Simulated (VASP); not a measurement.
Write the native input for VASP 6.6.1 that does the following.

- Task: single point
- Functional: PBE
- Dispersion: D3(BJ)
- Potentials or basis: VASP PAW PBE potentials, release 64 (Ga_d, As_d, O, C)
- Cutoff: 520 eV
- k mesh: 7 × 5 × 1
- Occupations: gaussian, width 0.05 eV
- Spin: no spin polarisation
- Dipole correction: yes
- Further INCAR settings: ALGO = Normal; EDIFF = 1e-06; NBANDS = 57; NELMDL = -8

The structure of Ga3As3CO lies in POSCAR:

```
Ga3As3CO
1.0
    4.0137031111      0.0000000000      0.0000000000
    0.0000000000      5.6762333751      0.0000000000
    0.0000000000      0.0000000000     23.3352699083
Ga As O C
3 3 1 1
Direct
    0.5000000000      0.5000000000      0.1714143447
    0.0000000000      0.0653835255      0.2680035048
    0.5000000000      0.4894639609      0.3228546357
    0.0000000000      0.2500000000      0.1714143447
    0.5000000000      0.8102208698      0.2504948966
    0.0000000000      0.2887573198      0.3593388866
    0.5000000000      1.1220906532      0.4964703624
    0.5000000000      1.1220906532      0.5457519865
```

These files were run (other wordings do the same):

INCAR

```
SYSTEM = Ga3As3CO
PREC = Accurate
ENCUT = 520
EDIFF = 1E-6
ISMEAR = 0
SIGMA = 0.05
LREAL = .FALSE.
LASPH = .TRUE.
NELM = 120
ALGO = Normal
ISIF = 2
LWAVE = .FALSE.
LCHARG = .FALSE.
LDIPOL = .TRUE.
IDIPOL = 3
DIPOL = 0.5 0.5 0.323
GGA = PE
IVDW = 12
NBANDS = 57
GGA_COMPAT = .FALSE.
NELMDL = -8
```

KPOINTS

```
regular mesh
0
G
  7 5 1
  0 0 0
```

Potentials or basis: VASP PAW PBE potentials, release 64 (Ga_d, As_d, O, C).

The run is started by

```bash
$ cat potpaw_PBE.64/Ga_d/POTCAR potpaw_PBE.64/As_d/POTCAR potpaw_PBE.64/O/POTCAR potpaw_PBE.64/C/POTCAR > POTCAR
$ mpirun -np 1 vasp_std > vasp.out
```

Results of the run:

```json
{"Largest force": "1.102 eV/Å", "Band gap on the k mesh": "0.41 eV (least direct gap 0.75 eV)", "Dispersion energy per atom": "-0.158 eV"}
```

It took 6.6 min on 1 thread of Intel(R) Xeon(R) 6975P-C (Granite Rapids), with other jobs on the host, peak memory 0.73 GiB.
